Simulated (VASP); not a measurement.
A run of VASP 6.6.1 is set up as follows.

INCAR

```
SYSTEM = Ge
ALGO     = Normal         ! electronic algorithm
EDIFF    = 1E-6           ! SCF threshold, eV
EDIFFG   = -0.04          ! ionic threshold
ENCUT    = 600            ! plane-wave cutoff, eV
GGA      = PE             ! functional
IBRION   = 2              ! ionic algorithm
ISIF     = 3              ! what is computed and relaxed
ISMEAR   = 0              ! smearing method
LASPH    = .TRUE.         ! aspherical terms in the spheres
LCHARG   = .FALSE.        ! write CHGCAR
LREAL    = .FALSE.        ! projectors in reciprocal space
LWAVE    = .FALSE.        ! write WAVECAR
NELM     = 80             ! most SCF steps
NSW      = 90             ! ionic steps
PREC     = Accurate       ! precision mode
SIGMA    = 0.1            ! smearing width, eV
```

File KPOINTS:

```
k-points
0
G
  4 4 4
  0 0 0
```

Contents of POSCAR:

```
Ge
1.0
    7.0579586500      0.0000000000      0.0000000000
    0.0000000000      7.0579586500      0.0000000000
    0.0000000000      0.0000000000      3.7739991000
Ge
8
Direct
    0.1032208100      0.3296015700      0.2416469600
    0.8967791900      0.6703984300      0.7416469600
    0.6703984300      0.1032208100      0.9916469600
    0.3296015700      0.8967791900      0.4916469600
    0.3296015700      0.1032208100      0.0083530400
    0.6703984300      0.8967791900      0.5083530400
    0.8967791900      0.3296015700      0.7583530400
    0.1032208100      0.6703984300      0.2583530400
```

Potentials or basis: VASP PAW PBE potentials, release 64 (Ge_d).

Command:

```sh
$ cat potpaw_PBE.64/Ge_d/POTCAR > POTCAR
$ mpirun -np 1 vasp_std > vasp.out
```

(1) Estimate the band gap on the k mesh.

(2) Estimate the space group after relaxing (to 0.1 Å).

## Answers

(1) zero (bands 56 and 57 overlap by 0.19 eV).

(2) P4_322 (No. 95).

Caveat: the k points lie up to 0.39 Å⁻¹ apart in the final cell; semilocal functionals underestimate gaps, so a narrow gap can read as zero.
